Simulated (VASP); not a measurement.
# Sn2HSe2 in VASP: single point with PBEsol

Aim: the single point of Sn2HSe2 with PBEsol.

Program: VASP 6.6.1. These are calculated values, not measurements. Logs are shortened: lines on timing, memory, paths and dates and some standing lists are left out, and cuts for length are marked.

## 1. The cell of the first run

The cell holds a slab with vacuum, 10 atoms: a = 4.204 Å, b = 5.946 Å, c = 25.306 Å, α = 90.00°, β = 90.00°, γ = 90.00°.

## 2. Single point, PBEsol

The input, INCAR:

```
SYSTEM = Sn2HSe2
ALGO = Normal ; DIPOL = 0.5 0.5 0.513
EDIFF = 1E-6 ; ENCUT = 520
GGA = PS ; IDIPOL = 3
ISIF = 2 ; ISMEAR = 0
LASPH = .True. ; LCHARG = .False.
LDIPOL = .True. ; LREAL = .False.
LWAVE = .False. ; NBANDS = 52
NELM = 80 ; PREC = Accurate
SIGMA = 0.05
```

The input, KPOINTS:

```
k-points
0
Gamma
  6 5 1
  0 0 0
```

The input, POSCAR:

```
Sn2HSe2
1.0
    4.2041099559      0.0000000000      0.0000000000
    0.0000000000      5.9455093173      0.0000000000
    0.0000000000      0.0000000000     25.3061649338
Sn Se H
4 4 2
Direct
    0.5000000000      0.5000000000      0.3358865328
    0.0000000000      0.0000000000      0.4189514691
    0.4995652441      0.5009220259      0.5128195868
   -0.0002636542      0.0192895573      0.5869335527
    0.5000000000      0.0000000000      0.3358865328
    0.0000000000      0.5000000000      0.4189514691
    0.4998914719     -0.0061415048      0.5145766867
   -0.0003581254      0.4912272381      0.5853494124
    0.1527476207      0.2530947970      0.7248131047
    0.1232741082      0.3232710448      0.7000923891
```

Potentials or basis: VASP PAW PBE potentials, release 64 (Sn_d, Se, H).

On the command line:

```
$ cat potpaw_PBE.64/Sn_d/POTCAR potpaw_PBE.64/Se/POTCAR potpaw_PBE.64/H/POTCAR > POTCAR
$ mpirun -np 1 vasp_std > vasp.out
```

OUTCAR:

```text
SYSTEM = Sn2HSe2
   EDIFF = 1E-6
   ENCUT = 520
   GGA = PS
   ISIF = 2
   ISMEAR = 0
   LASPH = .True.
   LREAL = .False.
   NELM = 80
   PREC = Accurate

 ion  position               nearest neighbor table
   1  0.500  0.500  0.336-   5 2.97   5 2.97   6 2.97   6 2.97
   2  0.000  0.000  0.419-   6 2.97   6 2.97   5 2.97   5 2.97   7 3.21   7 3.21
   3  0.500  0.501  0.513-   8 2.79   8 2.79   7 2.93   7 3.02   6 3.17   6 3.17
   4  1.000  0.019  0.587-   7 2.79   7 2.79   8 2.81   8 3.14
   5  0.500  0.000  0.336-   1 2.97   1 2.97   2 2.97   2 2.97
   6  0.000  0.500  0.419-   2 2.97   2 2.97   1 2.97   1 2.97   3 3.17   3 3.17
   7  0.500  0.994  0.515-   4 2.79   4 2.79   3 2.93   3 3.02   2 3.21   2 3.21
   8  1.000  0.491  0.585-   3 2.79   3 2.79   4 2.81   4 3.14
   9  0.153  0.253  0.725-  10 0.76
  10  0.123  0.323  0.700-   9 0.76

  LATTYP: Found a simple orthorhombic cell.
 ALAT       =     4.2041099559
 B/A-ratio  =     1.4142135624
 C/A-ratio  =     6.0193870282

  Lattice vectors:

 A1 = (   4.2041099559,   0.0000000000,   0.0000000000)
 A2 = (   0.0000000000,   5.9455093173,   0.0000000000)
 A3 = (   0.0000000000,   0.0000000000,  25.3061649338)

Analysis of symmetry for initial positions (statically):
=====================================================================
 Subroutine PRICEL returns:
 Original cell was already a primitive cell.

 Routine SETGRP: Setting up the symmetry group for a
 simple orthorhombic supercell.

 Subroutine GETGRP returns: Found  1 space group operations
 (whereof  1 operations were pure point group operations)
 out of a pool of  8 trial point group operations.

The static configuration has the point symmetry C_1 .

Analysis of symmetry for dynamics (positions and initial velocities):
=====================================================================
 Subroutine PRICEL returns:
 Original cell was already a primitive cell.

 Routine SETGRP: Setting up the symmetry group for a
 simple orthorhombic supercell.

 Subroutine GETGRP returns: Found  1 space group operations
 (whereof  1 operations were pure point group operations)
 out of a pool of  8 trial point group operations.

The dynamic configuration has the point symmetry C_1 .

 Subroutine INISYM returns: Found  1 space group operations
 (whereof  1 operations are pure point group operations),
 and found     1 'primitive' translations

----------------------------------------------------------------------------------------

                                     Primitive cell

  volume of cell :     632.5421

  direct lattice vectors                    reciprocal lattice vectors
     4.204109956  0.000000000  0.000000000     0.237862475  0.000000000  0.000000000
     0.000000000  5.945509317  0.000000000     0.000000000  0.168194169  0.000000000
     0.000000000  0.000000000 25.306164934     0.000000000  0.000000000  0.039516063

  length of vectors
     4.204109956  5.945509317 25.306164934     0.237862475  0.168194169  0.039516063

  position of ions in fractional coordinates (direct lattice)
     0.500000000  0.500000000  0.335886533
     0.000000000  0.000000000  0.418951469
     0.499565244  0.500922026  0.512819587
     0.999736346  0.019289557  0.586933553
     0.500000000  0.000000000  0.335886533
     0.000000000  0.500000000  0.418951469
     0.499891472  0.993858495  0.514576687
     0.999641875  0.491227238  0.585349412
     0.152747621  0.253094797  0.724813105
     0.123274108  0.323271045  0.700092389

  ion indices of the primitive-cell ions
   primitive index   ion index
                 1           1
                 2           2
                 3           3
                 4           4
                 5           5
                 6           6
                 7           7
                 8           8
                 9           9
                10          10

----------------------------------------------------------------------------------------

 KPOINTS: k-points

Automatic generation of k-mesh.
 Grid dimensions read from file:
 generate k-points for:    6    5    1

 Generating k-lattice:

  Cartesian coordinates                     Fractional coordinates (reciprocal lattice)
     0.039643746  0.000000000  0.000000000     0.166666667  0.000000000  0.000000000
     0.000000000  0.033638834  0.000000000     0.000000000  0.200000000  0.000000000
     0.000000000  0.000000000  0.039516063     0.000000000  0.000000000  1.000000000

  Length of vectors
     0.039643746  0.033638834  0.039516063

  Shift w.r.t. Gamma in fractional coordinates (k-lattice)
     0.000000000  0.000000000  0.000000000

 Subroutine IBZKPT returns following result:
 ===========================================

 Found     16 irreducible k-points:

 Following reciprocal coordinates:
            Coordinates               Weight
  0.000000  0.000000  0.000000      1.000000
  0.166667  0.000000  0.000000      2.000000
  0.333333  0.000000  0.000000      2.000000
  0.500000  0.000000  0.000000      1.000000
  0.000000  0.200000  0.000000      2.000000
  0.166667  0.200000  0.000000      2.000000
[... 8 lines left out ...]
  0.333333 -0.400000  0.000000      2.000000
  0.500000  0.400000  0.000000      2.000000
   k-points           NKPTS =     16   k-points in BZ     NKDIM =     16   number of bands    NBANDS=     52
   number of dos      NEDOS =    301   number of ions     NIONS =     10
   total plane-waves  NPLWV = 294912
   dimension x,y,z NGX =    32 NGY =   48 NGZ =  192
   dimension x,y,z NGXF=    64 NGYF=   96 NGZF=  384
   ions per type =               4   4   2
   NGX,Y,Z   is equivalent  to a cutoff of  12.65, 13.42, 12.61 a.u.
   NGXF,Y,Z  is equivalent  to a cutoff of  25.31, 26.84, 25.23 a.u.
 SYSTEM =  Sn2HSe2
   PREC   = accura    normal or accurate (medium, high low for compatibility)
   ISTART =      0    job   : 0-new  1-cont  2-samecut
   ICHARG =      2    charge: 1-file 2-atom 10-const
   ISPIN  =      1    spin polarized calculation?
   LNONCOLLINEAR =      F non collinear calculations
   LSORBIT =      F    spin-orbit coupling
   LASPH  =      T    aspherical Exc in radial PAW
   ENCUT  =  520.0 eV  38.22 Ry    6.18 a.u.   7.82 11.05 47.05*2*pi/ulx,y,z
   NELM   =     80;   NELMIN=  2; NELMDL= -5     # of ELM steps
   EDIFF  = 0.1E-05   stopping-criterion for ELM
   LREAL  =      F    real-space projection
   EDIFFG = 0.1E-04   stopping-criterion for IOM
   NSW    =      0    number of steps for IOM
   IBRION =     -1    ionic relax: 0-MD 1-quasi-New 2-CG
   NFREE  =      0    steps in history (QN), initial steepest desc. (CG)
   ISIF   =      2    stress and relaxation
   ISYM   =      2    0-nonsym 1-usesym 2-fastsym
   POTIM  = 0.5000    time-step for ionic-motion
   TEBEG  =    0.0;   TEEND  =   0.0 temperature during run
   PSTRESS=    0.0 pullay stress
   NELECT =      82.0000    total number of electrons
   NUPDOWN=      -1.0000    fix difference up-down
   EMIN   =  10.00;   EMAX   =-10.00  energy-range for DOS
   EFERMI =   0.00;   METHOD = LEGACY
   ISMEAR =     0;   SIGMA  =   0.05  broadening in eV -4-tet -1-fermi 0-gaus
   EFERMI_NEDOS =   21; number of points for ismear=-14 and -15
   IALGO  =     38    algorithm
   IMIX   =      4    mixing-type and parameters
     AMIX     =   0.40;   BMIX     =  1.00
     AMIX_MAG =   1.60;   BMIX_MAG =  1.00
  volume/ion in A,a.u.               =      63.25       426.86
  Fermi-wavevector in a.u.,A,eV,Ry     =   0.828545  1.565724  9.340228  0.686487
  Thomas-Fermi vector in A             =   1.940940
   LORBIT       =      0    0 simple, 1 ext, 2 COOP (PROOUT), +10 PAW based schemes
   GGA     = PS    functional components
   LHFCALC =     F    Hartree Fock is set to
   AEXX    =    0.0000 exact exchange contribution
   IVDW    =     0    specifies the selected vdW correction
   LEPSILON=     F    determine dielectric tensor
   LRPA    =     F    only Hartree local field effects (RPA)
 non-spin polarized calculation
 Gauss-broadening in eV      SIGMA  =   0.05
  energy-cutoff  :      520.00
  volume of cell :      632.54
 maximum number of plane-waves:     17122
 NGX is ok and might be reduce to    32
   NGX = 15   NGY = 23   NGZ = 95

 dipolmoment           0.000000      0.000000      0.002836 electrons x Angstroem

 number of electron      81.9999994 magnetization

 dipolmoment           0.000000      0.000000     -0.000849 electrons x Angstroem

 Free energy of the ion-electron system (eV)
  ---------------------------------------------------
  ext. energy  EPLUGINS =         0.00000000
  ---------------------------------------------------
  free energy    TOTEN  =       -41.14778223 eV

  energy without entropy =      -41.14778223  energy(sigma->0) =      -41.14778223

 E-fermi :  -0.9111     XC(G=0):  -4.1190

 val. band max:       -1.1614837010   @ k =   0.0000   0.4000   0.0000
 cond. band min:      -0.4206341029   @ k =   0.0000   0.2000   0.0000
 fundamental gap:      0.7408495982
 Fermi energy:        -0.9111046035

 k-point     1 :       0.0000    0.0000    0.0000
  band No.  band energies     occupation
      1     -22.6266      2.00000
      2     -22.6191      2.00000
      3     -22.5869      2.00000
      4     -22.5863      2.00000
      5     -22.5799      2.00000
      6     -22.5706      2.00000
[... 44 lines left out ...]
     51       3.1387      0.00000
     52       3.4991      0.00000

 k-point     2 :       0.1667    0.0000    0.0000
  band No.  band energies     occupation
      1     -22.6235      2.00000
      2     -22.6209      2.00000
      3     -22.5921      2.00000
      4     -22.5809      2.00000
      5     -22.5804      2.00000
      6     -22.5699      2.00000
[... 762 lines left out ...]
 k-point    16 :       0.5000    0.4000    0.0000
  band No.  band energies     occupation
      1     -22.6280      2.00000
      2     -22.6123      2.00000
      3     -22.6021      2.00000
      4     -22.5841      2.00000
      5     -22.5671      2.00000
      6     -22.5652      2.00000
[... 44 lines left out ...]
     51       2.5550      0.00000
     52       3.3010      0.00000

------------------------ aborting loop because EDIFF is reached ----------------------------------------

 vacuum level on the upper side and lower side of the slab       (xc-potential included)        -0.076        -0.004

  FORCE on cell =-STRESS in cart. coord.  units (eV):
  Direction    XX          YY          ZZ          XY          YZ          ZX
  --------------------------------------------------------------------------------------
  -------------------------------------------------------------------------------------
  Total       -4.3800905     -0.2715132     -3.9820313      0.0008959      0.0415653      0.0159591
  in kB      -11.0944098     -0.6877206    -10.0861585      0.0022692      0.1052815      0.0404231
  external PRESSURE =      -7.2894296 kB  Pullay stress =       0.0000000 kB

 VOLUME and BASIS-vectors are now :
 -----------------------------------------------------------------------------
  energy-cutoff  :      520.00
  volume of cell :      632.54
      direct lattice vectors                 reciprocal lattice vectors
     4.204109956  0.000000000  0.000000000     0.237862475  0.000000000  0.000000000
     0.000000000  5.945509317  0.000000000     0.000000000  0.168194169  0.000000000
     0.000000000  0.000000000 25.306164934     0.000000000  0.000000000  0.039516063

 POSITION                                       TOTAL-FORCE (eV/Angst)
 -----------------------------------------------------------------------------------
      2.10205      2.97275      8.50000        -0.000531      0.037845      0.981327
      0.00000      0.00000     10.60205        -0.000939      0.028252     -1.030396
      2.10023      2.97824     12.97750        -0.000191     -0.001865     -0.013065
      4.20300      0.11469     14.85304        -0.000055     -0.004359      0.013718
      2.10205      0.00000      8.50000         0.000095     -0.042109      0.904894
      0.00000      2.97275     10.60205        -0.000897     -0.029991     -0.858364
      2.10160      5.90899     13.02196        -0.000132      0.005854     -0.014882
      4.20260      2.92060     14.81295         0.000456      0.005266      0.013255
      0.64217      1.50478     18.34224        -0.001961      0.012954     -0.014704
      0.51826      1.92201     17.71665         0.004154     -0.011846      0.018217
 -----------------------------------------------------------------------------------
    total drift:                               -0.000080     -0.000626      0.000067

  FREE ENERGIE OF THE ION-ELECTRON SYSTEM (eV)
  ---------------------------------------------------
  free  energy   TOTEN  =       -41.1477822280 eV

  energy  without entropy=      -41.1477822280  energy(sigma->0) =      -41.14778223

 vacuum level on the upper side and lower side of the slab         3.397         3.405
```

It took 30 min on 1 thread of Intel Xeon Platinum 8375C at 2.90GHz (Ice Lake), shared host; peak memory 0.86 GiB.

Results:

```yaml
Free_energy: -41.1478 eV
Largest_force: 1.031 eV/Å
Band_gap_on_the_k_mesh: 0.74 eV (least direct gap 0.75 eV)
```

Forces in eV/Å, atoms in the order of the input:
```
Sn  -0.001  0.038  0.981
Sn  -0.001  0.028 -1.030
Sn   0.000 -0.002 -0.013
Sn   0.000 -0.004  0.014
Se   0.000 -0.042  0.905
Se  -0.001 -0.030 -0.858
Se   0.000  0.006 -0.015
Se   0.000  0.005  0.013
H   -0.002  0.013 -0.015
H    0.004 -0.012  0.018
```

Levels at points of the mesh, in eV from the valence-band top:
| k point | band 38 | band 39 | band 40 | band 41 | band 42 | band 43 | band 44 | band 45 |
| --- | --- | --- | --- | --- | --- | --- | --- | --- |
| (0.00, 0.00, 0.00) | -1.42 | -1.16 | -0.92 | -0.32 | 0.93 | 2.04 | 2.23 | 2.38 |
| (0.50, 0.00, 0.00) | -2.30 | -2.27 | -0.88 | -0.71 | 0.98 | 1.12 | 2.94 | 2.97 |

Caveat: semilocal functionals underestimate gaps, and a narrow one can read as zero; the PAW data sets were made with another functional, which shifts forces and pressure a little; spin-orbit coupling is left out, which moves the levels of the heavy elements.
